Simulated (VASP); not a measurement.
Input of a VASP 6.6.1 run:

The input INCAR:

```
SYSTEM = Pb
  PREC = Accurate
  ENCUT = 520
  EDIFF = 1E-6
  ISMEAR = -1
  SIGMA = 0.06122561905347299
  LREAL = .False.
  LASPH = .True.
  NELM = 100
  ALGO = Normal
  ISIF = 2
  LWAVE = .False.
  LCHARG = .False.
  GGA = PE
  NBANDS = 13
```

File KPOINTS:

```
regular mesh
0
Gamma
  19 19 19
  0 0 0
```

File POSCAR:

```
Pb
1.0
   -1.9999685412      1.9999685412      1.9999685412
    1.9999685412     -1.9999685412      1.9999685412
    1.9999685412      1.9999685412     -1.9999685412
Pb
1
Direct
    0.0000000000      0.0000000000      0.0000000000
```

Potentials or basis: VASP PAW PBE potentials, release 64 (Pb_d).

Command:

```bash
$ cat potpaw_PBE.64/Pb_d/POTCAR > POTCAR
$ mpirun -np 1 vasp_std > vasp.out
```

Problem. Predict the band gap on the k mesh.

Solution. Zero (band 7 reaches 13.87 eV, above the bottom of band 8 at 4.84 eV).

Problem. Estimate the pressure.

Solution. -0.1 GPa.

Caveat: spin-orbit coupling is left out, which moves the levels of the heavy elements.
